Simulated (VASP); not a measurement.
Here is a VASP 6.6.1 calculation.

Contents of INCAR:

```
SYSTEM = Cd2HgO3
PREC = Accurate ; ENCUT = 520
EDIFF = 1E-6 ; ISMEAR = 0
SIGMA = 0.1 ; LREAL = .FALSE.
LASPH = .TRUE. ; NELM = 100
ALGO = Normal ; ISIF = 2
LWAVE = .FALSE. ; LCHARG = .TRUE.
GGA = PE ; LELF = .TRUE.
LVHAR = .TRUE. ; NBANDS = 36
```

File KPOINTS:

```
regular mesh
0
G
  12 12 6
  0 0 0
```

File POSCAR:

```
Cd2HgO3
1.0
    3.4041279307      0.0000000000      0.0000000000
   -1.7020639653      2.9480612657      0.0000000000
    0.0000000000      0.0000000000      8.3737293243
Cd Hg O
2 1 3
Direct
    0.3333333333      0.6666666667      0.6629866477
    0.6666666667      0.3333333333      0.3370133523
    0.0000000000      0.0000000000      0.0000000000
    0.6666666667      0.3333333333      0.8217772511
    0.0000000000      0.0000000000      0.5000000000
    0.3333333333      0.6666666667      0.1782227489
```

Potentials or basis: VASP PAW PBE potentials, release 64 (Cd, Hg, O).

The run is started by

```bash
$ cat potpaw_PBE.64/Cd/POTCAR potpaw_PBE.64/Hg/POTCAR potpaw_PBE.64/O/POTCAR > POTCAR
$ mpirun -np 1 vasp_std > vasp.out
```

(1) What does it give for the largest force?

(2) Estimate the pressure.

(3) Predict the band gap on the k mesh.

## Answers

(1) 0.003 eV/Å.

(2) 1.1 GPa.

(3) zero (bands 27 and 28 overlap by 0.30 eV).

Caveat: semilocal functionals underestimate gaps, and a narrow one can read as zero; spin-orbit coupling is left out, which moves the levels of the heavy elements.
